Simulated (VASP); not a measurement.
# Be7S (P-6m2) in VASP: a series of runs

Runs on Be7S. Level: PBE. Tasks: single point.

All numbers are computed with VASP 6.6.1; they aren't measurements. Logs are shortened: lines on timing, memory, paths and dates and some standing lists are left out, and cuts for length are marked.

**1. The cell of the first run**

The structure is hexagonal, space group P-6m2 (No. 187). Conventional cell: a = 4.462 Å, b = 4.462 Å, c = 4.389 Å, α = 90.00°, β = 90.00°, γ = 120.00°. Within 2.9 Å of Be (site symmetry mm2) lie 10 Be at 2.21 to 2.54 Å and 2 S at 2.23 Å. Be (site symmetry mm2) has 10 Be at 2.19 to 2.54 Å and 2 S at 2.56 Å within 2.9 Å. Within 3.0 Å of Be (site symmetry -6m2) lie 12 Be at 2.23 to 2.54 Å. S (site symmetry -6m2) has 12 Be at 2.23 to 2.56 Å within 3.0 Å.

**2. Single point, PBE**

INCAR reads:

```
SYSTEM = Be7S
ALGO = Normal
EDIFF = 1E-6
ENCUT = 600
GGA = PE
GGA_COMPAT = .FALSE.
ISIF = 2
ISMEAR = 0
LASPH = .TRUE.
LCHARG = .TRUE.
LELF = .TRUE.
LREAL = .FALSE.
LVHAR = .TRUE.
LWAVE = .FALSE.
NBANDS = 20
NELM = 120
PREC = Accurate
SIGMA = 0.2
```

KPOINTS reads:

```
k-points
0
G
  4 4 4
  0 0 0
```

POSCAR reads:

```
Be7S
1.0
    4.4623360210      0.0000000000      0.0000000000
   -2.2311680105      3.8644963544      0.0000000000
    0.0000000000      0.0000000000      4.3887272999
Be S
7 1
Direct
    0.5014325519      0.0028651038      0.5000000000
    0.9971348962      0.4985674481      0.5000000000
    0.5014325519      0.4985674481      0.5000000000
    0.1695013549      0.8304986451      0.0000000000
    0.6609972901      0.8304986451      0.0000000000
    0.1695013549      0.3390027099      0.0000000000
    0.6666666667      0.3333333333      0.0000000000
    0.0000000000      0.0000000000      0.5000000000
```

Potentials or basis: VASP PAW PBE potentials, release 64 (Be, S).

On the command line:

```bash
$ cat potpaw_PBE.64/Be/POTCAR potpaw_PBE.64/S/POTCAR > POTCAR
$ mpirun -np 1 vasp_std > vasp.out
```

OUTCAR:

```text
SYSTEM = Be7S
   EDIFF = 1E-6
   ENCUT = 600
   GGA = PE
   ISIF = 2
   ISMEAR = 0
   LASPH = .TRUE.
   LREAL = .FALSE.
   NELM = 120
   PREC = Accurate

 ion  position               nearest neighbor table
   1  0.501  0.003  0.500-   2 2.21   3 2.21   8 2.23   8 2.23   3 2.25   2 2.25
   2  0.997  0.499  0.500-   1 2.21   3 2.21   8 2.23   8 2.23   1 2.25   3 2.25
   3  0.501  0.499  0.500-   1 2.21   2 2.21   8 2.23   8 2.23   1 2.25   2 2.25
   4  0.170  0.830  0.000-   6 2.19   5 2.19   7 2.23   7 2.23   6 2.27   5 2.27   8 2.56   8 2.56

   5  0.661  0.830  0.000-   6 2.19   4 2.19   7 2.23   7 2.23   6 2.27   4 2.27   8 2.56   8 2.56

   6  0.170  0.339  0.000-   4 2.19   5 2.19   7 2.23   7 2.23   4 2.27   5 2.27   8 2.56   8 2.56

   7  0.667  0.333  0.000-   5 2.23   6 2.23   4 2.23   4 2.23   5 2.23   6 2.23
   8  0.000  0.000  0.500-   3 2.23   2 2.23   2 2.23   3 2.23   1 2.23   1 2.23   4 2.56   4 2.56
                             6 2.56   6 2.56   5 2.56   5 2.56

  LATTYP: Found a hexagonal cell.
 ALAT       =     4.4623360210
 C/A-ratio  =     0.9835044423

  Lattice vectors:

 A1 = (   4.4623360210,   0.0000000000,   0.0000000000)
 A2 = (  -2.2311680105,   3.8644963544,   0.0000000000)
 A3 = (   0.0000000000,   0.0000000000,   4.3887272999)

Analysis of symmetry for initial positions (statically):
=====================================================================
 Subroutine PRICEL returns:
 Original cell was already a primitive cell.

 Routine SETGRP: Setting up the symmetry group for a
 hexagonal supercell.

 Subroutine GETGRP returns: Found 12 space group operations
 (whereof 12 operations were pure point group operations)
 out of a pool of 24 trial point group operations.

The static configuration has the point symmetry D_3h.

Analysis of symmetry for dynamics (positions and initial velocities):
=====================================================================
 Subroutine PRICEL returns:
 Original cell was already a primitive cell.

 Routine SETGRP: Setting up the symmetry group for a
 hexagonal supercell.

 Subroutine GETGRP returns: Found 12 space group operations
 (whereof 12 operations were pure point group operations)
 out of a pool of 24 trial point group operations.

The dynamic configuration has the point symmetry D_3h.

 Subroutine INISYM returns: Found 12 space group operations
 (whereof 12 operations are pure point group operations),
 and found     1 'primitive' translations

----------------------------------------------------------------------------------------

                                     Primitive cell

  volume of cell :      75.6822

  direct lattice vectors                    reciprocal lattice vectors
     4.462336021  0.000000000  0.000000000     0.224097871  0.129382966  0.000000000
    -2.231168010  3.864496354  0.000000000     0.000000000  0.258765932  0.000000000
     0.000000000  0.000000000  4.388727300     0.000000000  0.000000000  0.227856490

  length of vectors
     4.462336021  4.462336021  4.388727300     0.258765932  0.258765932  0.227856490

  position of ions in fractional coordinates (direct lattice)
     0.501432552  0.002865104  0.500000000
     0.997134896  0.498567448  0.500000000
     0.501432552  0.498567448  0.500000000
     0.169501355  0.830498645  0.000000000
     0.660997290  0.830498645  0.000000000
     0.169501355  0.339002710  0.000000000
     0.666666667  0.333333333  0.000000000
     0.000000000  0.000000000  0.500000000

  ion indices of the primitive-cell ions
   primitive index   ion index
                 1           1
                 2           2
                 3           3
                 4           4
                 5           5
                 6           6
                 7           7
                 8           8

----------------------------------------------------------------------------------------

 KPOINTS: k-points

Automatic generation of k-mesh.
 Grid dimensions read from file:
 generate k-points for:    4    4    4

 Generating k-lattice:

  Cartesian coordinates                     Fractional coordinates (reciprocal lattice)
     0.056024468  0.032345741  0.000000000     0.250000000 -0.000000000  0.000000000
     0.000000000  0.064691483  0.000000000     0.000000000  0.250000000  0.000000000
     0.000000000  0.000000000  0.056964123     0.000000000  0.000000000  0.250000000

  Length of vectors
     0.064691483  0.064691483  0.056964123

  Shift w.r.t. Gamma in fractional coordinates (k-lattice)
     0.000000000  0.000000000  0.000000000

 Subroutine IBZKPT returns following result:
 ===========================================

 Found     12 irreducible k-points:

 Following reciprocal coordinates:
            Coordinates               Weight
  0.000000  0.000000  0.000000      1.000000
  0.250000 -0.000000  0.000000      6.000000
  0.500000 -0.000000  0.000000      3.000000
  0.250000  0.250000  0.000000      6.000000
  0.000000  0.000000  0.250000      2.000000
  0.250000 -0.000000  0.250000     12.000000
  0.500000 -0.000000  0.250000      6.000000
  0.250000  0.250000  0.250000     12.000000
  0.000000  0.000000  0.500000      1.000000
  0.250000 -0.000000  0.500000      6.000000
  0.500000 -0.000000  0.500000      3.000000
  0.250000  0.250000  0.500000      6.000000
   k-points           NKPTS =     12   k-points in BZ     NKDIM =     12   number of bands    NBANDS=     20
   number of dos      NEDOS =    301   number of ions     NIONS =      8
   total plane-waves  NPLWV =  46656
   dimension x,y,z NGX =    36 NGY =   36 NGZ =   36
   dimension x,y,z NGXF=    72 NGYF=   72 NGZF=   72
   ions per type =               7   1
   NGX,Y,Z   is equivalent  to a cutoff of  13.41, 13.41, 13.64 a.u.
   NGXF,Y,Z  is equivalent  to a cutoff of  26.82, 26.82, 27.27 a.u.
 SYSTEM =  Be7S
   PREC   = accura    normal or accurate (medium, high low for compatibility)
   ISTART =      0    job   : 0-new  1-cont  2-samecut
   ICHARG =      2    charge: 1-file 2-atom 10-const
   ISPIN  =      1    spin polarized calculation?
   LNONCOLLINEAR =      F non collinear calculations
   LSORBIT =      F    spin-orbit coupling
   LASPH  =      T    aspherical Exc in radial PAW
   ENCUT  =  600.0 eV  44.10 Ry    6.64 a.u.   8.91  8.91  8.77*2*pi/ulx,y,z
   NELM   =    120;   NELMIN=  2; NELMDL= -5     # of ELM steps
   EDIFF  = 0.1E-05   stopping-criterion for ELM
   LREAL  =      F    real-space projection
   EDIFFG = 0.1E-04   stopping-criterion for IOM
   NSW    =      0    number of steps for IOM
   IBRION =     -1    ionic relax: 0-MD 1-quasi-New 2-CG
   NFREE  =      0    steps in history (QN), initial steepest desc. (CG)
   ISIF   =      2    stress and relaxation
   ISYM   =      2    0-nonsym 1-usesym 2-fastsym
   POTIM  = 0.5000    time-step for ionic-motion
   TEBEG  =    0.0;   TEEND  =   0.0 temperature during run
   PSTRESS=    0.0 pullay stress
   NELECT =      20.0000    total number of electrons
   NUPDOWN=      -1.0000    fix difference up-down
   EMIN   =  10.00;   EMAX   =-10.00  energy-range for DOS
   EFERMI =   0.00;   METHOD = LEGACY
   ISMEAR =     0;   SIGMA  =   0.20  broadening in eV -4-tet -1-fermi 0-gaus
   EFERMI_NEDOS =   21; number of points for ismear=-14 and -15
   IALGO  =     38    algorithm
   IMIX   =      4    mixing-type and parameters
     AMIX     =   0.40;   BMIX     =  1.00
     AMIX_MAG =   1.60;   BMIX_MAG =  1.00
  volume/ion in A,a.u.               =       9.46        63.84
  Fermi-wavevector in a.u.,A,eV,Ry     =   1.050558  1.985268 15.016385  1.103673
  Thomas-Fermi vector in A             =   2.185566
   LORBIT       =      0    0 simple, 1 ext, 2 COOP (PROOUT), +10 PAW based schemes
   GGA     = PE    functional components
   LHFCALC =     F    Hartree Fock is set to
   AEXX    =    0.0000 exact exchange contribution
   IVDW    =     0    specifies the selected vdW correction
   LEPSILON=     F    determine dielectric tensor
   LRPA    =     F    only Hartree local field effects (RPA)
 non-spin polarized calculation
 Gauss-broadening in eV      SIGMA  =   0.20
  energy-cutoff  :      600.00
  volume of cell :       75.68
 maximum number of plane-waves:      2543
 NGX is ok and might be reduce to    36
   NGX = 17   NGY = 17   NGZ = 17

 number of electron      19.9999999 magnetization

 Free energy of the ion-electron system (eV)
  ---------------------------------------------------
  ext. energy  EPLUGINS =         0.00000000
  ---------------------------------------------------
  free energy    TOTEN  =       -28.15393823 eV

  energy without entropy =      -28.12931747  energy(sigma->0) =      -28.14162785

 E-fermi :   7.6696     XC(G=0): -10.4908

 val. band max:        7.6588130463   @ k =   0.2500  -0.0000   0.0000
 cond. band min:       7.8179168251   @ k =   0.2500   0.2500   0.0000
 fundamental gap:      0.1591037788
 Fermi energy:         7.6695615045

 k-point     1 :       0.0000    0.0000    0.0000
  band No.  band energies     occupation
      1      -8.8434      2.00000
      2      -0.3598      2.00000
      3      -0.2820      2.00000
      4      -0.2820      2.00000
      5      -0.1653      2.00000
      6       3.1144      2.00000
[... 12 lines left out ...]
     19      12.7704      0.00000
     20      12.8509      0.00000

 k-point     2 :       0.2500   -0.0000    0.0000
  band No.  band energies     occupation
      1      -8.7274      2.00000
      2      -1.9715      2.00000
      3      -0.4082      2.00000
      4       0.2841      2.00000
      5       1.0114      2.00000
      6       2.3179      2.00000
[... 12 lines left out ...]
     19      13.6296      0.00000
     20      14.4177      0.00000
[... 189 lines left out ...]
      3      -1.2513      2.00000
      4      -0.2130      2.00000
      5       0.0697      2.00000
      6       2.2147      2.00000
[... 12 lines left out ...]
     19      13.2458      0.00000
     20      13.8265      0.00000

 k-point    12 :       0.2500    0.2500    0.5000
  band No.  band energies     occupation
      1      -8.4464      2.00000
      2      -1.6483      2.00000
      3      -1.3562      2.00000
      4      -0.8787      2.00000
      5       0.7414      2.00000
      6       1.5102      2.00000
[... 12 lines left out ...]
     19      13.4049      0.00000
     20      13.8980      0.00000

------------------------ aborting loop because EDIFF is reached ----------------------------------------

  FORCE on cell =-STRESS in cart. coord.  units (eV):
  Direction    XX          YY          ZZ          XY          YZ          ZX
  --------------------------------------------------------------------------------------
  -------------------------------------------------------------------------------------
  Total        0.0192680      0.0192680      0.0677582      0.0000000     -0.0000000      0.0000000
  in kB        0.4079008      0.4079008      1.4344278      0.0000000     -0.0000000      0.0000000
  external PRESSURE =       0.7500765 kB  Pullay stress =       0.0000000 kB

 VOLUME and BASIS-vectors are now :
 -----------------------------------------------------------------------------
  energy-cutoff  :      600.00
  volume of cell :       75.68
      direct lattice vectors                 reciprocal lattice vectors
     4.462336021  0.000000000  0.000000000     0.224097871  0.129382966  0.000000000
    -2.231168010  3.864496354  0.000000000     0.000000000  0.258765932  0.000000000
     0.000000000  0.000000000  4.388727300     0.000000000  0.000000000  0.227856490

 POSITION                                       TOTAL-FORCE (eV/Angst)
 -----------------------------------------------------------------------------------
      2.23117      0.01107      2.19436         0.000000     -0.007289     -0.000000
      3.33716      1.92671      2.19436         0.006313      0.003645     -0.000000
      1.12517      1.92671      2.19436        -0.006313      0.003645     -0.000000
     -1.09661      3.20946      0.00000         0.012158     -0.007019     -0.000000
      1.09661      3.20946      0.00000        -0.012158     -0.007019     -0.000000
     -0.00000      1.31007      0.00000         0.000000      0.014039      0.000000
      2.23117      1.28817      0.00000         0.000000      0.000000     -0.000000
      0.00000      0.00000      2.19436        -0.000000      0.000000     -0.000000
 -----------------------------------------------------------------------------------
    total drift:                               -0.000000      0.000000      0.000000

  FREE ENERGIE OF THE ION-ELECTRON SYSTEM (eV)
  ---------------------------------------------------
  free  energy   TOTEN  =       -28.1539382345 eV

  energy  without entropy=      -28.1293174689  energy(sigma->0) =      -28.14162785
```

It took 15 s on 1 thread of AMD EPYC 9R45 (Zen 5), shared host; peak memory 0.17 GiB.

Results:

- Free energy: -28.1539 eV
- Pressure: 0.1 GPa
- Largest force: 0.014 eV/Å
- Band gap on the k mesh: zero (band 10 reaches 8.52 eV, above the bottom of band 11 at 5.74 eV)

Forces on the atoms (eV/Å):
```
Be   0.000 -0.007  0.000
Be   0.006  0.004  0.000
Be  -0.006  0.004  0.000
Be   0.012 -0.007  0.000
Be  -0.012 -0.007  0.000
Be   0.000  0.014  0.000
Be   0.000  0.000  0.000
S    0.000  0.000  0.000
```

Stress tensor (GPa, compression positive):
```
0.04 0.00 0.00
0.00 0.04 0.00
0.00 0.00 0.14
```

Caveat: the k points lie up to 0.41 Å⁻¹ apart.

[end of part 1 of 2]
